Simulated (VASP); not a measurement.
# Nb (Fm-3m) in VASP: a series of runs

The runs below take Nb through single point, with PBE.

Everything below comes from runs of VASP 6.6.1. Logs are shortened: lines on timing, memory, paths and dates and some standing lists are left out, and cuts for length are marked.

## Step 1: The cell of the first run

The structure is cubic, space group Fm-3m (No. 225). Conventional cell: a = 4.219 Å, b = 4.219 Å, c = 4.219 Å, α = 90.00°, β = 90.00°, γ = 90.00°. Nb (site symmetry m-3m) has 12 Nb at 2.98 Å within 3.9 Å.

## Step 2: Single point, PBE

Input file INCAR:

```
SYSTEM = Nb
ALGO = Normal ; EDIFF = 1E-7
ENCUT = 520 ; GGA = PE
ISIF = 2 ; ISMEAR = -1
LASPH = .TRUE. ; LCHARG = .FALSE.
LREAL = .FALSE. ; LWAVE = .FALSE.
NBANDS = 12 ; NELM = 100
PREC = Accurate ; SIGMA = 0.08
```

Input file KPOINTS:

```
k-points
0
G
  16 16 16
  0 0 0
```

Input file POSCAR:

```
Nb
1.0
    0.0000000000      2.1096086021      2.1096086021
    2.1096086021      0.0000000000      2.1096086021
    2.1096086021      2.1096086021      0.0000000000
Nb
1
Direct
    0.0000000000      0.0000000000      0.0000000000
```

Potentials or basis: VASP PAW PBE potentials, release 64 (Nb_sv).

Launch:

```sh
> cat potpaw_PBE.64/Nb_sv/POTCAR > POTCAR
> mpirun -np 1 vasp_std > vasp.out
```

OUTCAR:

```text
SYSTEM = Nb
   EDIFF = 1E-7
   ENCUT = 520
   GGA = PE
   ISIF = 2
   ISMEAR = -1
   LASPH = .TRUE.
   LREAL = .FALSE.
   NELM = 100
   PREC = Accurate

 ion  position               nearest neighbor table
   1  0.000  0.000  0.000-

  LATTYP: Found a face centered cubic cell.
 ALAT       =     4.2192172042

  Lattice vectors:

 A1 = (   0.0000000000,   2.1096086021,   2.1096086021)
 A2 = (   2.1096086021,   0.0000000000,   2.1096086021)
 A3 = (   2.1096086021,   2.1096086021,   0.0000000000)

Analysis of symmetry for initial positions (statically):
=====================================================================
 Subroutine PRICEL returns:
 Original cell was already a primitive cell.

 Routine SETGRP: Setting up the symmetry group for a
 face centered cubic supercell.

 Subroutine GETGRP returns: Found 48 space group operations
 (whereof 48 operations were pure point group operations)
 out of a pool of 48 trial point group operations.

The static configuration has the point symmetry O_h .

Analysis of symmetry for dynamics (positions and initial velocities):
=====================================================================
 Subroutine PRICEL returns:
 Original cell was already a primitive cell.

 Routine SETGRP: Setting up the symmetry group for a
 face centered cubic supercell.

 Subroutine GETGRP returns: Found 48 space group operations
 (whereof 48 operations were pure point group operations)
 out of a pool of 48 trial point group operations.

The dynamic configuration has the point symmetry O_h .

 Subroutine INISYM returns: Found 48 space group operations
 (whereof 48 operations are pure point group operations),
 and found     1 'primitive' translations

----------------------------------------------------------------------------------------

                                     Primitive cell

  volume of cell :      18.7774

  direct lattice vectors                    reciprocal lattice vectors
     0.000000000  2.109608602  2.109608602    -0.237010789  0.237010789  0.237010789
     2.109608602  0.000000000  2.109608602     0.237010789 -0.237010789  0.237010789
     2.109608602  2.109608602  0.000000000     0.237010789  0.237010789 -0.237010789

  length of vectors
     2.983437096  2.983437096  2.983437096     0.410514729  0.410514729  0.410514729

  position of ions in fractional coordinates (direct lattice)
     0.000000000  0.000000000  0.000000000

  ion indices of the primitive-cell ions
   primitive index   ion index
                 1           1

----------------------------------------------------------------------------------------

 KPOINTS: k-points

Automatic generation of k-mesh.
 Grid dimensions read from file:
 generate k-points for:   16   16   16

 Generating k-lattice:

  Cartesian coordinates                     Fractional coordinates (reciprocal lattice)
    -0.014813174  0.014813174  0.014813174     0.062500000  0.000000000  0.000000000
     0.014813174 -0.014813174  0.014813174     0.000000000  0.062500000  0.000000000
     0.014813174  0.014813174 -0.014813174     0.000000000  0.000000000  0.062500000

  Length of vectors
     0.025657171  0.025657171  0.025657171

  Shift w.r.t. Gamma in fractional coordinates (k-lattice)
     0.000000000  0.000000000  0.000000000

 Subroutine IBZKPT returns following result:
 ===========================================

 Found    145 irreducible k-points:

 Following reciprocal coordinates:
            Coordinates               Weight
  0.000000  0.000000  0.000000      1.000000
  0.062500  0.000000  0.000000      8.000000
  0.125000  0.000000  0.000000      8.000000
  0.187500  0.000000  0.000000      8.000000
  0.250000  0.000000  0.000000      8.000000
  0.312500  0.000000  0.000000      8.000000
[... 16 lines left out ...]
 -0.125000  0.062500  0.000000     24.000000
 -0.062500  0.062500  0.000000     12.000000
 [... further k-points ...]
   k-points           NKPTS =    145   k-points in BZ     NKDIM =    145   number of bands    NBANDS=     12
   number of dos      NEDOS =    301   number of ions     NIONS =      1
   total plane-waves  NPLWV =  13824
   dimension x,y,z NGX =    24 NGY =   24 NGZ =   24
   dimension x,y,z NGXF=    48 NGYF=   48 NGZF=   48
   ions per type =               1
   NGX,Y,Z   is equivalent  to a cutoff of  13.37, 13.37, 13.37 a.u.
   NGXF,Y,Z  is equivalent  to a cutoff of  26.75, 26.75, 26.75 a.u.
 SYSTEM =  Nb
   PREC   = accura    normal or accurate (medium, high low for compatibility)
   ISTART =      0    job   : 0-new  1-cont  2-samecut
   ICHARG =      2    charge: 1-file 2-atom 10-const
   ISPIN  =      1    spin polarized calculation?
   LNONCOLLINEAR =      F non collinear calculations
   LSORBIT =      F    spin-orbit coupling
   LASPH  =      T    aspherical Exc in radial PAW
   ENCUT  =  520.0 eV  38.22 Ry    6.18 a.u.   5.55  5.55  5.55*2*pi/ulx,y,z
   NELM   =    100;   NELMIN=  2; NELMDL= -5     # of ELM steps
   EDIFF  = 0.1E-06   stopping-criterion for ELM
   LREAL  =      F    real-space projection
   EDIFFG = 0.1E-05   stopping-criterion for IOM
   NSW    =      0    number of steps for IOM
   IBRION =     -1    ionic relax: 0-MD 1-quasi-New 2-CG
   NFREE  =      0    steps in history (QN), initial steepest desc. (CG)
   ISIF   =      2    stress and relaxation
   ISYM   =      2    0-nonsym 1-usesym 2-fastsym
   POTIM  = 0.5000    time-step for ionic-motion
   TEBEG  =    0.0;   TEEND  =   0.0 temperature during run
   PSTRESS=    0.0 pullay stress
   NELECT =      13.0000    total number of electrons
   NUPDOWN=      -1.0000    fix difference up-down
   EMIN   =  10.00;   EMAX   =-10.00  energy-range for DOS
   EFERMI =   0.00;   METHOD = LEGACY
   ISMEAR =    -1;   SIGMA  =   0.08  broadening in eV -4-tet -1-fermi 0-gaus
   EFERMI_NEDOS =   21; number of points for ismear=-14 and -15
   IALGO  =     38    algorithm
   IMIX   =      4    mixing-type and parameters
     AMIX     =   0.40;   BMIX     =  1.00
     AMIX_MAG =   1.60;   BMIX_MAG =  1.00
  volume/ion in A,a.u.               =      18.78       126.72
  Fermi-wavevector in a.u.,A,eV,Ry     =   1.448252  2.736799 28.537310  2.097433
  Thomas-Fermi vector in A             =   2.566114
   LORBIT       =      0    0 simple, 1 ext, 2 COOP (PROOUT), +10 PAW based schemes
   GGA     = PE    functional components
[... 5 lines left out ...]
 non-spin polarized calculation
  energy-cutoff  :      520.00
  volume of cell :       18.78
 maximum number of plane-waves:       531
 NGX is ok and might be reduce to    24
   NGX = 11   NGY = 11   NGZ = 11

 number of electron      13.0000001 magnetization

 Free energy of the ion-electron system (eV)
  ---------------------------------------------------
  ext. energy  EPLUGINS =         0.00000000
  ---------------------------------------------------
  free energy    TOTEN  =        -9.90903782 eV

  energy without entropy =       -9.87672609  energy(sigma->0) =       -9.89288196

 E-fermi :  10.9621     XC(G=0): -12.2894

 val. band max:       10.9523598006   @ k =  -0.4375   0.3125   0.0625
 cond. band min:      10.9765162176   @ k =  -0.3125   0.5000   0.1875
 fundamental gap:      0.0241564170
 Fermi energy:        10.9620704995

 k-point     1 :       0.0000    0.0000    0.0000
  band No.  band energies     occupation
      1     -43.8343      2.00000
      2     -19.2229      2.00000
      3     -19.2229      2.00000
      4     -19.2229      2.00000
      5       4.7342      2.00000
      6      11.0635      0.43912
      7      11.0635      0.43912
      8      11.0635      0.43912
      9      13.6555      0.00000
     10      13.6555      0.00000
     11      22.7775      0.00000
     12      27.5535      0.00000

 k-point     2 :       0.0625    0.0000    0.0000
  band No.  band energies     occupation
      1     -43.8271      2.00000
      2     -19.2711      2.00000
      3     -19.2288      2.00000
      4     -19.2288      2.00000
      5       4.8800      2.00000
      6      10.9496      1.07799
      7      11.1308      0.21654
      8      11.1308      0.21654
      9      13.5953      0.00000
     10      13.5953      0.00000
     11      23.0714      0.00000
     12      26.9245      0.00000

 k-point     3 :       0.1250    0.0000    0.0000
  band No.  band energies     occupation
      1     -43.8066      2.00000
      2     -19.4067      2.00000
      3     -19.2458      2.00000
      4     -19.2458      2.00000
      5       5.2943      2.00000
      6      10.6688      1.95009
      7      11.2982      0.02949
      8      11.2982      0.02949
      9      13.4716      0.00000
     10      13.4716      0.00000
     11      23.8339      0.00000
     12      25.7762      0.00000

 k-point     4 :       0.1875    0.0000    0.0000
  band No.  band energies     occupation
      1     -43.7756      2.00000
      2     -19.6058      2.00000
      3     -19.2710      2.00000
      4     -19.2710      2.00000
      5       5.8991      2.00000
      6      10.3729      1.99873
      7      11.4482      0.00458
      8      11.4482      0.00458
      9      13.4508      0.00000
     10      13.4508      0.00000
     11      24.1250      0.00000
     12      25.3923      0.00000

 k-point     5 :       0.2500    0.0000    0.0000
  band No.  band energies     occupation
      1     -43.7389      2.00000
      2     -19.8351      2.00000
      3     -19.3005      2.00000
      4     -19.3005      2.00000
      5       6.5352      2.00000
      6      10.2671      1.99966
      7      11.4320      0.00561
      8      11.4320      0.00561
      9      13.7200      0.00000
     10      13.7200      0.00000
     11      23.2443      0.00000
     12      26.0693      0.00000

 k-point     6 :       0.3125    0.0000    0.0000
  band No.  band energies     occupation
      1     -43.7018      2.00000
      2     -20.0586      2.00000
      3     -19.3298      2.00000
      4     -19.3298      2.00000
      5       6.9749      2.00000
      6      10.5652      1.98608
      7      11.2658      0.04393
      8      11.2658      0.04393
      9      14.2619      0.00000
     10      14.2619      0.00000
     11      22.4326      0.00000
     12      25.6566      0.00000

 k-point     7 :       0.3750    0.0000    0.0000
  band No.  band energies     occupation
      1     -43.6702      2.00000
      2     -20.2441      2.00000
      3     -19.3545      2.00000
      4     -19.3545      2.00000
      5       7.1306      2.00000
      6      11.0717      0.40532
      7      11.0717      0.40532
      8      11.2593      0.04751
      9      14.8949      0.00000
     10      14.8949      0.00000
     11      21.8409      0.00000
     12      24.3037      0.00000

 k-point     8 :       0.4375    0.0000    0.0000
  band No.  band energies     occupation
      1     -43.6489      2.00000
      2     -20.3660      2.00000
      3     -19.3709      2.00000
      4     -19.3709      2.00000
      5       7.1383      2.00000
      6      10.9309      1.19212
      7      10.9309      1.19212
      8      11.9988      0.00000
      9      15.4108      0.00000
     10      15.4108      0.00000
     11      21.4994      0.00000
     12      23.0369      0.00000
[... 166 lines left out ...]
 k-point    20 :      -0.3125    0.0625    0.0000
  band No.  band energies     occupation
      1     -43.6864      2.00000
      2     -20.1196      2.00000
      3     -19.3873      2.00000
      4     -19.3284      2.00000
      5       7.1833      2.00000
      6      10.6105      1.97562
      7      11.0925      0.32764
      8      11.2817      0.03612
      9      14.0633      0.00000
     10      15.0554      0.00000
     11      22.4337      0.00000
     12      25.2894      0.00000

 k-point    21 :      -0.2500    0.0625    0.0000
  band No.  band energies     occupation
      1     -43.7217      2.00000
      2     -19.9126      2.00000
      3     -19.3593      2.00000
      4     -19.2973      2.00000
      5       6.8372      2.00000
      6      10.1894      1.99987
      7      11.3152      0.02393
      8      11.4869      0.00283
      9      13.4250      0.00000
     10      14.4247      0.00000
     11      23.1957      0.00000
     12      26.1928      0.00000

 k-point    22 :      -0.1875    0.0625    0.0000
  band No.  band energies     occupation
      1     -43.7586      2.00000
      2     -19.6900      2.00000
      3     -19.3255      2.00000
      4     -19.2678      2.00000
      5       6.2360      2.00000
      6      10.1955      1.99986
      7      11.4556      0.00418
      8      11.5710      0.00099
      9      13.0690      0.00000
     10      13.9408      0.00000
     11      24.0943      0.00000
     12      25.7453      0.00000

 k-point    23 :      -0.1250    0.0625    0.0000
  band No.  band energies     occupation
      1     -43.7914      2.00000
      2     -19.4866      2.00000
      3     -19.2903      2.00000
      4     -19.2443      2.00000
      5       5.6001      2.00000
      6      10.4536      1.99653
      7      11.4219      0.00636
      8      11.4254      0.00609
      9      13.1172      0.00000
     10      13.7126      0.00000
     11      24.3605      0.00000
     12      25.4509      0.00000

 k-point    24 :      -0.0625    0.0625    0.0000
  band No.  band energies     occupation
      1     -43.8155      2.00000
      2     -19.3384      2.00000
      3     -19.2563      2.00000
      4     -19.2306      2.00000
      5       5.1161      2.00000
      6      10.7580      1.85527
      7      11.2259      0.07133
      8      11.2657      0.04393
      9      13.3641      0.00000
     10      13.6579      0.00000
     11      23.5333      0.00000
     12      26.3641      0.00000

 [... further k-points ...]
[... 5 lines left out ...]
  --------------------------------------------------------------------------------------
  -------------------------------------------------------------------------------------
  Total       -0.0400593     -0.0400593     -0.0400593     -0.0000000     -0.0000000      0.0000000
  in kB       -3.4180496     -3.4180496     -3.4180496     -0.0000000     -0.0000000      0.0000000
  external PRESSURE =      -3.4180496 kB  Pullay stress =       0.0000000 kB

 VOLUME and BASIS-vectors are now :
 -----------------------------------------------------------------------------
  energy-cutoff  :      520.00
  volume of cell :       18.78
      direct lattice vectors                 reciprocal lattice vectors
     0.000000000  2.109608602  2.109608602    -0.237010789  0.237010789  0.237010789
     2.109608602  0.000000000  2.109608602     0.237010789 -0.237010789  0.237010789
     2.109608602  2.109608602  0.000000000     0.237010789  0.237010789 -0.237010789

 POSITION                                       TOTAL-FORCE (eV/Angst)
 -----------------------------------------------------------------------------------
      0.00000      0.00000      0.00000         0.000000     -0.000000      0.000000
 -----------------------------------------------------------------------------------
    total drift:                                0.000000      0.000000     -0.000000

  FREE ENERGIE OF THE ION-ELECTRON SYSTEM (eV)
  ---------------------------------------------------
  free  energy   TOTEN  =        -9.9090378236 eV

  energy  without entropy=       -9.8767260925  energy(sigma->0) =       -9.89288196
```

It took 22 s on 1 thread of Intel Xeon Platinum 8259CL at 2.50GHz (Skylake/Cascade Lake), shared host; peak memory 0.16 GiB.

What came out:

```
Free energy : -9.9090 eV
Pressure    : -0.3 GPa
```

Levels at points of the mesh, in eV from the Fermi level:
```csv
k point,band 2,band 3,band 4,band 5,band 6,band 7,band 8,band 9,band 10,band 11
"(0.00, 0.00, 0.00)",-30.18,-30.18,-30.18,-6.23,0.10,0.10,0.10,2.69,2.69,11.82
"(0.50, 0.00, 0.00)",-31.37,-30.34,-30.34,-3.83,-0.08,-0.08,1.36,4.65,4.65,10.44
"(0.50, 0.50, 0.00)",-31.29,-30.61,-30.61,-4.05,-3.32,3.58,4.63,5.21,5.21,11.25
```

[end of part 1 of 2]
